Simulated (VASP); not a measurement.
# Sc (Pm-3m) in VASP: notebook

Runs on Sc. Level: PBE. Tasks: single point, relaxation of cell and atoms.

All numbers are computed with VASP 6.6.1; they aren't measurements. Logs are shortened: lines on timing, memory, paths and dates and some standing lists are left out, and cuts for length are marked.

**1. The cell of the first run**

Symmetry: Pm-3m, No. 221, cubic system. The conventional cell has a = 2.973 Å, b = 2.973 Å, c = 2.973 Å, α = 90.00°, β = 90.00°, γ = 90.00°. Sc (site symmetry m-3m) has 6 Sc at 2.97 Å within 3.9 Å.

This isn't the form of Sc at room conditions, which is hcp.

**2. Single point, PBE**

Contents of INCAR:

```
PREC = Accurate
ENCUT = 520
EDIFF = 1E-7
ISMEAR = -1
SIGMA = 0.1
LREAL = F
LASPH = T
NELM = 60
ALGO = Normal
ISIF = 2
LWAVE = F
LCHARG = T
GGA = PE
LELF = T
LVHAR = T
NBANDS = 12
```

Contents of KPOINTS:

```
regular mesh
0
Gamma
  17 17 17
```

Contents of POSCAR:

```
Sc
1.0
    2.9734986949      0.0000000000      0.0000000000
    0.0000000000      2.9734986949      0.0000000000
    0.0000000000      0.0000000000      2.9734986949
Sc
1
Direct
    0.0000000000      0.0000000000      0.0000000000
```

Potentials or basis: VASP PAW PBE potentials, release 64 (Sc_sv).

On the command line:

```console
$ cat potpaw_PBE.64/Sc_sv/POTCAR > POTCAR
$ mpirun -np 1 vasp_std > vasp.out
```

OUTCAR:

```text
PREC = Accurate
   ENCUT = 520
   EDIFF = 1E-7
   ISMEAR = -1
   LREAL = F
   LASPH = T
   NELM = 60
   ISIF = 2
   GGA = PE

 ion  position               nearest neighbor table
   1  0.000  0.000  0.000-

  LATTYP: Found a simple cubic cell.
 ALAT       =     2.9734986949

  Lattice vectors:

 A1 = (   2.9734986949,   0.0000000000,   0.0000000000)
 A2 = (   0.0000000000,   2.9734986949,   0.0000000000)
 A3 = (   0.0000000000,   0.0000000000,   2.9734986949)

Analysis of symmetry for initial positions (statically):
=====================================================================
 Subroutine PRICEL returns:
 Original cell was already a primitive cell.

 Routine SETGRP: Setting up the symmetry group for a
 simple cubic supercell.

 Subroutine GETGRP returns: Found 48 space group operations
 (whereof 48 operations were pure point group operations)
 out of a pool of 48 trial point group operations.

The static configuration has the point symmetry O_h .

Analysis of symmetry for dynamics (positions and initial velocities):
=====================================================================
 Subroutine PRICEL returns:
 Original cell was already a primitive cell.

 Routine SETGRP: Setting up the symmetry group for a
 simple cubic supercell.

 Subroutine GETGRP returns: Found 48 space group operations
 (whereof 48 operations were pure point group operations)
 out of a pool of 48 trial point group operations.

The dynamic configuration has the point symmetry O_h .

 Subroutine INISYM returns: Found 48 space group operations
 (whereof 48 operations are pure point group operations),
 and found     1 'primitive' translations

----------------------------------------------------------------------------------------

                                     Primitive cell

  volume of cell :      26.2908

  direct lattice vectors                    reciprocal lattice vectors
     2.973498695  0.000000000  0.000000000     0.336304166  0.000000000  0.000000000
     0.000000000  2.973498695  0.000000000     0.000000000  0.336304166  0.000000000
     0.000000000  0.000000000  2.973498695     0.000000000  0.000000000  0.336304166

  length of vectors
     2.973498695  2.973498695  2.973498695     0.336304166  0.336304166  0.336304166

  position of ions in fractional coordinates (direct lattice)
     0.000000000  0.000000000  0.000000000

  ion indices of the primitive-cell ions
   primitive index   ion index
                 1           1

----------------------------------------------------------------------------------------

 KPOINTS: regular mesh

Automatic generation of k-mesh.
 Grid dimensions read from file:
 generate k-points for:   17   17   17

 Generating k-lattice:

  Cartesian coordinates                     Fractional coordinates (reciprocal lattice)
     0.019782598  0.000000000  0.000000000     0.058823529  0.000000000  0.000000000
     0.000000000  0.019782598  0.000000000     0.000000000  0.058823529  0.000000000
     0.000000000  0.000000000  0.019782598     0.000000000  0.000000000  0.058823529

  Length of vectors
     0.019782598  0.019782598  0.019782598

  Shift w.r.t. Gamma in fractional coordinates (k-lattice)
     0.000000000  0.000000000  0.000000000

 Subroutine IBZKPT returns following result:
 ===========================================

 Found    165 irreducible k-points:

 Following reciprocal coordinates:
            Coordinates               Weight
  0.000000  0.000000  0.000000      1.000000
  0.058824  0.000000  0.000000      6.000000
  0.117647  0.000000  0.000000      6.000000
  0.176471  0.000000  0.000000      6.000000
  0.235294  0.000000  0.000000      6.000000
  0.294118  0.000000  0.000000      6.000000
[... 16 lines left out ...]
  0.411765  0.117647  0.000000     24.000000
  0.470588  0.117647  0.000000     24.000000
 [... further k-points ...]
   k-points           NKPTS =    165   k-points in BZ     NKDIM =    165   number of bands    NBANDS=     12
   number of dos      NEDOS =    301   number of ions     NIONS =      1
   total plane-waves  NPLWV =  13824
   dimension x,y,z NGX =    24 NGY =   24 NGZ =   24
   dimension x,y,z NGXF=    48 NGYF=   48 NGZF=   48
   ions per type =               1
   NGX,Y,Z   is equivalent  to a cutoff of  13.42, 13.42, 13.42 a.u.
   NGXF,Y,Z  is equivalent  to a cutoff of  26.84, 26.84, 26.84 a.u.
 SYSTEM =  unknown system
   PREC   = accura    normal or accurate (medium, high low for compatibility)
   ISTART =      0    job   : 0-new  1-cont  2-samecut
   ICHARG =      2    charge: 1-file 2-atom 10-const
   ISPIN  =      1    spin polarized calculation?
   LNONCOLLINEAR =      F non collinear calculations
   LSORBIT =      F    spin-orbit coupling
   LASPH  =      T    aspherical Exc in radial PAW
   ENCUT  =  520.0 eV  38.22 Ry    6.18 a.u.   5.53  5.53  5.53*2*pi/ulx,y,z
   NELM   =     60;   NELMIN=  2; NELMDL= -5     # of ELM steps
   EDIFF  = 0.1E-06   stopping-criterion for ELM
   LREAL  =      F    real-space projection
   EDIFFG = 0.1E-05   stopping-criterion for IOM
   NSW    =      0    number of steps for IOM
   IBRION =     -1    ionic relax: 0-MD 1-quasi-New 2-CG
   NFREE  =      0    steps in history (QN), initial steepest desc. (CG)
   ISIF   =      2    stress and relaxation
   ISYM   =      2    0-nonsym 1-usesym 2-fastsym
   POTIM  = 0.5000    time-step for ionic-motion
   TEBEG  =    0.0;   TEEND  =   0.0 temperature during run
   PSTRESS=    0.0 pullay stress
   NELECT =      11.0000    total number of electrons
   NUPDOWN=      -1.0000    fix difference up-down
   EMIN   =  10.00;   EMAX   =-10.00  energy-range for DOS
   EFERMI =   0.00;   METHOD = LEGACY
   ISMEAR =    -1;   SIGMA  =   0.10  broadening in eV -4-tet -1-fermi 0-gaus
   EFERMI_NEDOS =   21; number of points for ismear=-14 and -15
   IALGO  =     38    algorithm
   IMIX   =      4    mixing-type and parameters
     AMIX     =   0.40;   BMIX     =  1.00
     AMIX_MAG =   1.60;   BMIX_MAG =  1.00
  volume/ion in A,a.u.               =      26.29       177.42
  Fermi-wavevector in a.u.,A,eV,Ry     =   1.224441  2.313859 20.398623  1.499257
  Thomas-Fermi vector in A             =   2.359516
   LORBIT       =      0    0 simple, 1 ext, 2 COOP (PROOUT), +10 PAW based schemes
   GGA     = PE    functional components
   LHFCALC =     F    Hartree Fock is set to
   AEXX    =    0.0000 exact exchange contribution
   IVDW    =     0    specifies the selected vdW correction
   LEPSILON=     F    determine dielectric tensor
   LRPA    =     F    only Hartree local field effects (RPA)
 non-spin polarized calculation
  energy-cutoff  :      520.00
  volume of cell :       26.29
 maximum number of plane-waves:       739
 NGX is ok and might be reduce to    24
   NGX = 11   NGY = 11   NGZ = 11

 number of electron      10.9999999 magnetization

 Free energy of the ion-electron system (eV)
  ---------------------------------------------------
  ext. energy  EPLUGINS =         0.00000000
  ---------------------------------------------------
  free energy    TOTEN  =        -5.53014409 eV

  energy without entropy =       -5.44155148  energy(sigma->0) =       -5.48584779

 E-fermi :   3.4240     XC(G=0):  -9.5567

 val. band max:        3.4132425178   @ k =   0.2941   0.1176   0.0000
 cond. band min:       3.4251419040   @ k =   0.4706   0.2941   0.1176
 fundamental gap:      0.0118993862
 Fermi energy:         3.4239520143

 k-point     1 :       0.0000    0.0000    0.0000
  band No.  band energies     occupation
      1     -46.2701      2.00000
      2     -24.6495      2.00000
      3     -24.6495      2.00000
      4     -24.6495      2.00000
      5      -1.5671      2.00000
      6       2.9463      1.98328
      7       2.9463      1.98328
      8       7.1544      0.00000
      9       7.1544      0.00000
     10       7.1544      0.00000
     11      15.5463      0.00000
     12      15.5463      0.00000

 k-point     2 :       0.0588    0.0000    0.0000
  band No.  band energies     occupation
      1     -46.2681      2.00000
      2     -24.6671      2.00000
      3     -24.6480      2.00000
      4     -24.6480      2.00000
      5      -1.4970      2.00000
      6       2.9646      1.97996
      7       2.9889      1.97454
      8       7.0904      0.00000
      9       7.0904      0.00000
     10       7.1590      0.00000
     11      14.9779      0.00000
     12      15.6654      0.00000

 k-point     3 :       0.1176    0.0000    0.0000
  band No.  band energies     occupation
      1     -46.2622      2.00000
      2     -24.7173      2.00000
      3     -24.6437      2.00000
      4     -24.6437      2.00000
      5      -1.2906      2.00000
      6       3.0176      1.96620
      7       3.1080      1.91857
      8       6.9138      0.00000
      9       6.9138      0.00000
     10       7.1721      0.00000
     11      13.8213      0.00000
     12      16.0073      0.00000

 k-point     4 :       0.1765    0.0000    0.0000
  band No.  band energies     occupation
      1     -46.2533      2.00000
      2     -24.7928      2.00000
      3     -24.6372      2.00000
      4     -24.6372      2.00000
      5      -0.9588      2.00000
      6       3.0997      1.92478
      7       3.2774      1.62482
      8       6.6636      0.00000
      9       6.6636      0.00000
     10       7.1921      0.00000
     11      12.5901      0.00000
     12      16.5344      0.00000

 k-point     5 :       0.2353    0.0000    0.0000
  band No.  band energies     occupation
      1     -46.2425      2.00000
      2     -24.8827      2.00000
      3     -24.6294      2.00000
      4     -24.6294      2.00000
      5      -0.5186      2.00000
      6       3.2016      1.80462
      7       3.4483      0.87905
      8       6.3850      0.00000
      9       6.3850      0.00000
     10       7.2164      0.00000
     11      11.4678      0.00000
     12      17.2031      0.00000
[... 228 lines left out ...]
      1     -46.2236      2.00000
      2     -24.9667      2.00000
      3     -24.6867      2.00000
      4     -24.6157      2.00000
      5       0.2479      2.00000
      6       3.4132      1.05350
      7       3.6929      0.12718
      8       5.8796      0.00000
      9       6.1515      0.00000
     10       7.0346      0.00000
     11      10.7986      0.00000
     12      15.5804      0.00000

 k-point    22 :       0.3529    0.1176    0.0000
  band No.  band energies     occupation
      1     -46.2136      2.00000
      2     -25.0477      2.00000
      3     -24.6788      2.00000
      4     -24.6085      2.00000
      5       0.8185      2.00000
      6       3.4352      0.94388
      7       3.6741      0.15153
      8       5.7798      0.00000
      9       5.9318      0.00000
     10       7.0621      0.00000
     11      10.0506      0.00000
     12      16.0515      0.00000

 k-point    23 :       0.4118    0.1176    0.0000
  band No.  band energies     occupation
      1     -46.2060      2.00000
      2     -25.1080      2.00000
      3     -24.6729      2.00000
      4     -24.6030      2.00000
      5       1.4108      2.00000
      6       3.2034      1.80144
      7       3.6871      0.13429
      8       5.7687      0.00000
      9       5.7740      0.00000
     10       7.0831      0.00000
     11       9.5633      0.00000
     12      16.3965      0.00000

 k-point    24 :       0.4706    0.1176    0.0000
  band No.  band energies     occupation
      1     -46.2020      2.00000
      2     -25.1402      2.00000
      3     -24.6697      2.00000
      4     -24.6000      2.00000
      5       1.9373      2.00000
      6       2.8247      1.99502
      7       3.7188      0.09958
      8       5.6918      0.00000
      9       5.7798      0.00000
     10       7.0944      0.00000
     11       9.3323      0.00000
     12      16.5481      0.00000

 [... further k-points ...]

------------------------ aborting loop because EDIFF is reached ----------------------------------------

  FORCE on cell =-STRESS in cart. coord.  units (eV):
  Direction    XX          YY          ZZ          XY          YZ          ZX
  --------------------------------------------------------------------------------------
  -------------------------------------------------------------------------------------
  Total       -0.0064540     -0.0064540     -0.0064540     -0.0000000      0.0000000     -0.0000000
  in kB       -0.3933141     -0.3933141     -0.3933141     -0.0000000      0.0000000     -0.0000000
  external PRESSURE =      -0.3933141 kB  Pullay stress =       0.0000000 kB

 VOLUME and BASIS-vectors are now :
 -----------------------------------------------------------------------------
  energy-cutoff  :      520.00
  volume of cell :       26.29
      direct lattice vectors                 reciprocal lattice vectors
     2.973498695  0.000000000  0.000000000     0.336304166  0.000000000  0.000000000
     0.000000000  2.973498695  0.000000000     0.000000000  0.336304166  0.000000000
     0.000000000  0.000000000  2.973498695     0.000000000  0.000000000  0.336304166

 POSITION                                       TOTAL-FORCE (eV/Angst)
 -----------------------------------------------------------------------------------
      0.00000      0.00000      0.00000         0.000000      0.000000      0.000000
 -----------------------------------------------------------------------------------
    total drift:                                0.000000      0.000000      0.000000

  FREE ENERGIE OF THE ION-ELECTRON SYSTEM (eV)
  ---------------------------------------------------
  free  energy   TOTEN  =        -5.5301440923 eV

  energy  without entropy=       -5.4415514840  energy(sigma->0) =       -5.48584779
```

Wall time 54 s (1 thread of Intel Xeon 8259CL, shared host); peak memory 0.17 GiB.

What came out:

```yaml
Free_energy: -5.5301 eV
Pressure: 0.0 GPa
Band_gap_on_the_k_mesh: zero (an odd number of electrons rules out a gap without spin polarisation)
```

**3. Relaxation of cell and atoms, PBE**

This run uses another cell than the first one, of 27.00 Å³/atom.

Contents of INCAR:

```
SYSTEM = Sc
PREC = Accurate
ENCUT = 600
EDIFF = 1E-7
ISMEAR = -1
SIGMA = 0.1
LREAL = .False.
LASPH = .True.
NELM = 80
ALGO = Normal
ISIF = 3
LWAVE = .False.
LCHARG = .False.
GGA = PE
IBRION = 2
NSW = 80
EDIFFG = -0.01
```

Contents of KPOINTS:

```
Automatic mesh
0
Gamma
  10 10 10
  0 0 0
```

Contents of POSCAR:

```
Sc
1.0
    3.0000848774      0.0000000000      0.0000000000
    0.0000000000      3.0000848774      0.0000000000
    0.0000000000      0.0000000000      3.0000848774
Sc
1
Direct
    0.0000000000      0.0000000000      0.0000000000
```

Potentials or basis: VASP PAW PBE potentials, release 64 (Sc_sv).

On the command line:

```console
$ cat potpaw_PBE.64/Sc_sv/POTCAR > POTCAR
$ mpirun -np 1 vasp_std > vasp.out
```

Wall time 37 s (1 thread of Intel Xeon 8259CL, shared host); peak memory 0.15 GiB.

The run converged. Its results:

| Item | Value |
| --- | --- |
| Free energy | -5.5288 eV |
| Relaxed volume | 26.35 Å³/atom |
| Relaxed cell | a = 2.976 Å, b = 2.976 Å, c = 2.976 Å, α = 90.00°, β = 90.00°, γ = 90.00° |
| Space group after relaxing (to 0.1 Å) | Pm-3m (No. 221) |
| Energy gained by relaxing | 1.8 meV/atom |
| Ionic steps | 3 |
| Pressure after relaxing | 0.0 GPa |
| Band gap on the k mesh | zero (an odd number of electrons rules out a gap without spin polarisation) |

Step by step:
| step | energy change (eV) | largest force (eV/Å) | pressure (GPa) | volume (Å³) |
| --- | --- | --- | --- | --- |
| 1 | 0.0000 | 0.0000 | -0.84 | 27.00 |
| 2 | -0.0017 | 0.0000 | -0.14 | 26.45 |
| 3 | -0.0018 | 0.0000 | -0.01 | 26.35 |

Final structure:
```
CELL_PARAMETERS angstrom
2.97576 0.00000 0.00000
0.00000 2.97576 0.00000
0.00000 0.00000 2.97576
ATOMIC_POSITIONS crystal
Sc 0.00000 0.00000 0.00000
```

Levels at points of the mesh, in eV from the Fermi level:
```tsv
k point	band 3	band 4	band 5	band 6	band 7	band 8	band 9
(0.00, 0.00, 0.00)	-28.08	-28.08	-4.98	-0.47	-0.47	3.72	3.72
(0.50, 0.00, 0.00)	-28.03	-28.03	-1.67	-0.53	0.12	2.21	2.21
(0.50, 0.50, 0.00)	-28.51	-27.99	-1.68	0.22	2.56	2.56	3.59
(0.50, 0.50, 0.50)	-28.44	-28.44	-0.44	-0.44	-0.44	4.68	4.68
```

The gap in the log of VASP goes by the Fermi energy; the results here count the filled bands.